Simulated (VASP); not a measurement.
# Zn (P6_3/mmc) in VASP: a series of runs, part 2 of 2

VASP 6.6.1. Earlier steps stand in the parts before.

### Step 4. Single point, PBE0

This run uses another cell than the first one, of 16.25 Å³/atom.

POSCAR

```
Zn
1.0
    2.7223662359      0.0000000000      0.0000000000
   -1.3611831179      2.3576383187      0.0000000000
    0.0000000000      0.0000000000      5.0633972761
Zn
2
Direct
    0.6666666667      0.3333333333      0.7500000000
    0.3333333333      0.6666666667      0.2500000000
```

INCAR.step1

```
SYSTEM = Zn
PREC = Accurate ; ENCUT = 520
EDIFF = 1E-5 ; ISMEAR = -1
SIGMA = 0.05 ; LREAL = .FALSE.
LASPH = .TRUE. ; NELM = 60
ALGO = Normal ; ISIF = 2
LWAVE = .TRUE. ; GGA = PE
NBANDS = 19
```

INCAR.step2

```
SYSTEM = Zn
PREC = Accurate ; ENCUT = 520
EDIFF = 1E-6 ; ISMEAR = -1
SIGMA = 0.05 ; LREAL = .FALSE.
LASPH = .TRUE. ; NELM = 60
ALGO = Normal ; ISIF = 2
LWAVE = .FALSE. ; LCHARG = .TRUE.
GGA = PE ; LHFCALC = .TRUE.
AEXX = 0.25 ; PRECFOCK = Normal
LELF = .TRUE. ; LVHAR = .TRUE.
ISTART = 1 ; NBANDS = 19
```

KPOINTS

```
regular mesh
0
G
  6 6 4
  0 0 0
```

Potentials or basis: VASP PAW PBE potentials, release 64 (Zn).

Started as:

```bash
$ cat potpaw_PBE.64/Zn/POTCAR > POTCAR
$ cp INCAR.step1 INCAR
$ mpirun -np 1 vasp_std > vasp.out
$ cp INCAR.step2 INCAR
$ mpirun -np 1 vasp_std > vasp.out
```

OUTCAR:

```text
SYSTEM = Zn
   PREC = Accurate
   ENCUT = 520
   EDIFF = 1E-6
   ISMEAR = -1
   LREAL = .FALSE.
   LASPH = .TRUE.
   NELM = 60
   ISIF = 2
   GGA = PE
   LHFCALC = .TRUE.
   AEXX = 0.25
   PRECFOCK = Normal
   ISTART = 1

 ion  position               nearest neighbor table
   1  0.667  0.333  0.750-   2 2.98   2 2.98   2 2.98   2 2.98   2 2.98   2 2.98
   2  0.333  0.667  0.250-   1 2.98   1 2.98   1 2.98   1 2.98   1 2.98   1 2.98

  LATTYP: Found a hexagonal cell.
 ALAT       =     2.7223662359
 C/A-ratio  =     1.8599250936

  Lattice vectors:

 A1 = (   2.7223662359,   0.0000000000,   0.0000000000)
 A2 = (  -1.3611831179,   2.3576383187,   0.0000000000)
 A3 = (   0.0000000000,   0.0000000000,   5.0633972761)

Analysis of symmetry for initial positions (statically):
=====================================================================
 Subroutine PRICEL returns:
 Original cell was already a primitive cell.

 Routine SETGRP: Setting up the symmetry group for a
 hexagonal supercell.

 Subroutine GETGRP returns: Found 24 space group operations
 (whereof 12 operations were pure point group operations)
 out of a pool of 24 trial point group operations.

The static configuration has the point symmetry D_3d.
 The point group associated with its full space group is D_6h.

Analysis of symmetry for dynamics (positions and initial velocities):
=====================================================================
 Subroutine PRICEL returns:
 Original cell was already a primitive cell.

 Routine SETGRP: Setting up the symmetry group for a
 hexagonal supercell.

 Subroutine GETGRP returns: Found 24 space group operations
 (whereof 12 operations were pure point group operations)
 out of a pool of 24 trial point group operations.

The dynamic configuration has the point symmetry D_3d.
 The point group associated with its full space group is D_6h.

 Subroutine INISYM returns: Found 24 space group operations
 (whereof 12 operations are pure point group operations),
 and found     1 'primitive' translations

----------------------------------------------------------------------------------------

                                     Primitive cell

  volume of cell :      32.4987

  direct lattice vectors                    reciprocal lattice vectors
     2.722366236  0.000000000  0.000000000     0.367327506  0.212076634  0.000000000
    -1.361183118  2.357638319  0.000000000     0.000000000  0.424153269  0.000000000
     0.000000000  0.000000000  5.063397276     0.000000000  0.000000000  0.197495860

  length of vectors
     2.722366236  2.722366236  5.063397276     0.424153269  0.424153269  0.197495860

  position of ions in fractional coordinates (direct lattice)
     0.666666667  0.333333333  0.750000000
     0.333333333  0.666666667  0.250000000

  ion indices of the primitive-cell ions
   primitive index   ion index
                 1           1
                 2           2

----------------------------------------------------------------------------------------

 KPOINTS: regular mesh

Automatic generation of k-mesh.
 Grid dimensions read from file:
 generate k-points for:    6    6    4
[... 22 lines left out ...]
  0.166667  0.000000  0.000000      6.000000
  0.333333 -0.000000  0.000000      6.000000
  0.500000 -0.000000  0.000000      3.000000
  0.166667  0.166667  0.000000      6.000000
  0.333333  0.166667  0.000000     12.000000
[... 13 lines left out ...]
  0.333333  0.166667  0.500000     12.000000
  0.333333  0.333333  0.500000      2.000000
   k-points           NKPTS =     21   k-points in BZ     NKDIM =    144   number of bands    NBANDS=     19
   number of dos      NEDOS =    301   number of ions     NIONS =      2
   total plane-waves  NPLWV =  16000
   dimension x,y,z NGX =    20 NGY =   20 NGZ =   40
   dimension x,y,z NGXF=    40 NGYF=   40 NGZF=   80
   ions per type =               2
   NGX,Y,Z   is equivalent  to a cutoff of  12.21, 12.21, 13.13 a.u.
   NGXF,Y,Z  is equivalent  to a cutoff of  24.43, 24.43, 26.27 a.u.
 SYSTEM =  Zn
   PREC   = accura    normal or accurate (medium, high low for compatibility)
   ISTART =      1    job   : 0-new  1-cont  2-samecut
   ICHARG =      0    charge: 1-file 2-atom 10-const
   ISPIN  =      1    spin polarized calculation?
   LNONCOLLINEAR =      F non collinear calculations
   LSORBIT =      F    spin-orbit coupling
   LASPH  =      T    aspherical Exc in radial PAW
   ENCUT  =  520.0 eV  38.22 Ry    6.18 a.u.   5.06  5.06  9.41*2*pi/ulx,y,z
   NELM   =     60;   NELMIN=  2; NELMDL=  0     # of ELM steps
   EDIFF  = 0.1E-05   stopping-criterion for ELM
   LREAL  =      F    real-space projection
   EDIFFG = 0.1E-04   stopping-criterion for IOM
   NSW    =      0    number of steps for IOM
   IBRION =     -1    ionic relax: 0-MD 1-quasi-New 2-CG
   NFREE  =      0    steps in history (QN), initial steepest desc. (CG)
   ISIF   =      2    stress and relaxation
   ISYM   =      3    0-nonsym 1-usesym 2-fastsym
   POTIM  = 0.5000    time-step for ionic-motion
   TEBEG  =    0.0;   TEEND  =   0.0 temperature during run
   PSTRESS=    0.0 pullay stress
   NELECT =      24.0000    total number of electrons
   NUPDOWN=      -1.0000    fix difference up-down
   EMIN   =  10.00;   EMAX   =-10.00  energy-range for DOS
   EFERMI =   0.00;   METHOD = LEGACY
   ISMEAR =    -1;   SIGMA  =   0.05  broadening in eV -4-tet -1-fermi 0-gaus
   EFERMI_NEDOS =   21; number of points for ismear=-14 and -15
   IALGO  =     38    algorithm
   IMIX   =      1    mixing-type and parameters
     AMIX     =   0.40;   BMIX     =  1.00
     AMIX_MAG =   1.60;   BMIX_MAG =  1.00
  volume/ion in A,a.u.               =      16.25       109.66
  Fermi-wavevector in a.u.,A,eV,Ry     =   1.479756  2.796333 29.792360  2.189677
  Thomas-Fermi vector in A             =   2.593874
   LORBIT       =      0    0 simple, 1 ext, 2 COOP (PROOUT), +10 PAW based schemes
   GGA     = PE    functional components
   LHFCALC =     T    Hartree Fock is set to
   PRECFOCK=normal    Normal, Fast or Accurate (Low or Medium for compatibility)
   ENCUT4O =  -1.0   cutoff for four orbital integrals eV
   NKREDX  =     1    reduce k-point grid by
   NKREDY  =     1    reduce k-point grid by
   NKREDZ  =     1    reduce k-point grid by
   AEXX    =    0.2500 exact exchange contribution
   HFSCREEN=    0.0000 screening length (either q_TF or 0.3 A-1)
   HFSCREENC=   0.0000 screening length for correlation (either q_TF or 0.3 A-1)
   ENCUTFOCK=  -1.0 apply spherical cutoff to Coloumb kernel
   IVDW    =     0    specifies the selected vdW correction
   LEPSILON=     F    determine dielectric tensor
   LRPA    =     F    only Hartree local field effects (RPA)
 non-spin polarized calculation
  energy-cutoff  :      520.00
  volume of cell :       32.50
 maximum number of plane-waves:       894
  NGX = 16; NGY = 16; NGZ = 30

 number of electron      23.9999984 magnetization

 Free energy of the ion-electron system (eV)
  ---------------------------------------------------
  ext. energy  EPLUGINS =         0.00000000
  ---------------------------------------------------
  free energy    TOTEN  =        -2.48354168 eV

  energy without entropy =       -2.48115447  energy(sigma->0) =       -2.48234807

 E-fermi :   3.1215     XC(G=0):  -8.7862

 val. band max:        2.6345282973   @ k =   0.0000   0.0000   0.2500
 cond. band min:       3.2278350429   @ k =   0.3333   0.3333   0.2500
 fundamental gap:      0.5933067456
 Fermi energy:         3.1215287221

 k-point     1 :       0.0000    0.0000    0.0000
  band No.  band energies     occupation
      1      -8.9965      2.00000
      2      -8.1989      2.00000
      3      -7.7486      2.00000
      4      -7.5370      2.00000
      5      -7.5370      2.00000
      6      -7.4946      2.00000
[... 439 lines left out ...]
      6      -7.4458      2.00000
[... 11 lines left out ...]
     18      15.5194      0.00000
     19      17.9670      0.00000

------------------------ aborting loop because EDIFF is reached ----------------------------------------

  FORCE on cell =-STRESS in cart. coord.  units (eV):
  Direction    XX          YY          ZZ          XY          YZ          ZX
  --------------------------------------------------------------------------------------
  -------------------------------------------------------------------------------------
  Total       -0.9543255     -0.9543255     -0.0005932     -0.0000000     -0.0000000      0.0000000
  in kB      -47.0480249    -47.0480249     -0.0292453     -0.0000000     -0.0000000      0.0000000
  external PRESSURE =     -31.3750984 kB  Pullay stress =       0.0000000 kB

 VOLUME and BASIS-vectors are now :
 -----------------------------------------------------------------------------
  energy-cutoff  :      520.00
  volume of cell :       32.50
      direct lattice vectors                 reciprocal lattice vectors
     2.722366236  0.000000000  0.000000000     0.367327506  0.212076634  0.000000000
    -1.361183118  2.357638319  0.000000000     0.000000000  0.424153269  0.000000000
     0.000000000  0.000000000  5.063397276     0.000000000  0.000000000  0.197495860

 POSITION                                       TOTAL-FORCE (eV/Angst)
 -----------------------------------------------------------------------------------
      1.36118      0.78588      3.79755        -0.000000     -0.000000      0.000000
     -0.00000      1.57176      1.26585         0.000000      0.000000     -0.000000
 -----------------------------------------------------------------------------------
    total drift:                                0.000000      0.000000      0.000000

  FREE ENERGIE OF THE ION-ELECTRON SYSTEM (eV)
  ---------------------------------------------------
  free  energy   TOTEN  =        -2.4835416819 eV

  energy  without entropy=       -2.4811544678  energy(sigma->0) =       -2.48234807
```

It took 35 min on 1 thread of Intel Xeon Platinum 8375C at 2.90GHz (Ice Lake), shared host; peak memory 0.16 GiB.

Results:

| Property | Result |
| --- | --- |
| Free energy | -2.4835 eV |
| Pressure | -3.1 GPa |
| Band gap on the k mesh | zero (bands 12 and 13 overlap by 5.36 eV) |

Caveat: the k points lie up to 0.44 Å⁻¹ apart, too coarse for converged energies and pressures of a metal; the PAW data sets were made with another functional, which shifts forces and pressure a little.

### Step 5. Single point, PBEsol-based screened hybrid with 25 % exact exchange

This run uses another cell than the first one, of 14.72 Å³/atom.

POSCAR

```
Zn
1.0
    2.6339144954      0.0000000000      0.0000000000
   -1.3169572477      2.2810368644      0.0000000000
    0.0000000000      0.0000000000      4.8988836645
Zn
2
Direct
    0.6666666667      0.3333333333      0.7500000000
    0.3333333333      0.6666666667      0.2500000000
```

INCAR.step1

```
PREC = Accurate
ENCUT = 520
EDIFF = 1E-5
ISMEAR = 1
SIGMA = 0.01
LREAL = F
LASPH = T
NELM = 60
ALGO = Normal
ISIF = 2
LWAVE = T
GGA = PE
NBANDS = 19
```

INCAR.step2

```
PREC = Accurate
ENCUT = 520
EDIFF = 1E-6
ISMEAR = 1
SIGMA = 0.01
LREAL = F
LASPH = T
NELM = 60
ALGO = Normal
ISIF = 2
LWAVE = F
LCHARG = T
GGA = PS
LHFCALC = T
AEXX = 0.25
HFSCREEN = 0.207
PRECFOCK = Normal
LELF = T
LVHAR = T
ISTART = 1
NBANDS = 19
```

KPOINTS

```
Automatic mesh
0
Gamma
  7 7 4
```

Started as:

```bash
$ cat potpaw_PBE.64/Zn/POTCAR > POTCAR
$ cp INCAR.step1 INCAR
$ mpirun -np 1 vasp_std > vasp.out
$ cp INCAR.step2 INCAR
$ mpirun -np 1 vasp_std > vasp.out
```

It took 69 min on 1 thread of Intel Xeon Platinum 8375C at 2.90GHz (Ice Lake), shared host; peak memory 0.25 GiB.

The run converged. Its results:

```
Free energy            : -3.2129 eV
Pressure               : -1.4 GPa
Band gap on the k mesh : zero (bands 12 and 13 overlap by 5.16 eV)
```

Stress tensor (GPa, compression positive):
```
-1.75  0.00  0.00
 0.00 -1.75  0.00
 0.00  0.00 -0.55
```

Levels at points of the mesh, in eV from the Fermi level:
| k point | band 8 | band 9 | band 10 | band 11 | band 12 | band 13 | band 14 | band 15 | band 16 | band 17 |
| --- | --- | --- | --- | --- | --- | --- | --- | --- | --- | --- |
| (0.00, 0.00, 0.00) | -9.67 | -9.67 | -9.44 | -9.44 | -4.34 | -3.65 | 14.89 | 18.50 | 19.10 | 19.10 |
| (0.00, 0.00, 0.50) | -9.61 | -9.53 | -9.53 | -9.53 | -9.53 | 5.13 | 5.13 | 20.50 | 20.50 | 20.50 |

Caveat: the k points lie up to 0.39 Å⁻¹ apart, too coarse for converged energies and pressures of a metal; the PAW data sets were made with another functional, which shifts forces and pressure a little.

### Step 6. Overview

```csv
task,level,cell,k mesh,cutoff (eV),smearing,tolerance level,purpose,passes,dipole correction,grid for exact exchange (PRECFOCK),gap on the mesh (eV),pressure (GPa)
relaxation of cell and atoms,PBE+D4,"relaxed from a = 2.688, b = 2.688, c = 4.999 Å, angles 90.0, 90.0, 120.0°, 2 atoms",15 × 15 × 7,720,gaussian 0.04 eV,standard,cell,3,-,-,none,0.0
relaxation of cell and atoms,PBE+D4,"relaxed from a = 2.688, b = 2.688, c = 4.999 Å, angles 90.0, 90.0, 120.0°, 2 atoms",15 × 15 × 7,580,gaussian 0.1 eV,standard,cell,2,-,-,none,1.0
single point,PBE0,"a = 2.722, b = 2.722, c = 5.063 Å, angles 90.0, 90.0, 120.0°, 2 atoms",6 × 6 × 4,520,fermi-dirac 0.05 eV,-,-,-,no,Normal,none,-3.1
single point,PBEsol-based screened hybrid with 25 % exact exchange,"a = 2.634, b = 2.634, c = 4.899 Å, angles 90.0, 90.0, 120.0°, 2 atoms",7 × 7 × 4,520,methfessel-paxton 0.01 eV,-,-,-,no,Normal,none,-1.4
```

Alike in all rows: potentials or basis VASP PAW PBE potentials, release 64 (Zn); no spin polarisation.

Caveats: some runs use coarse meshes; the PAW data sets were made with another functional, which shifts forces and pressure a little (at least some runs).

Absolute energies hang on the potentials; compare differences alone.

The gap in the log of VASP goes by the Fermi energy; the results here count the filled bands.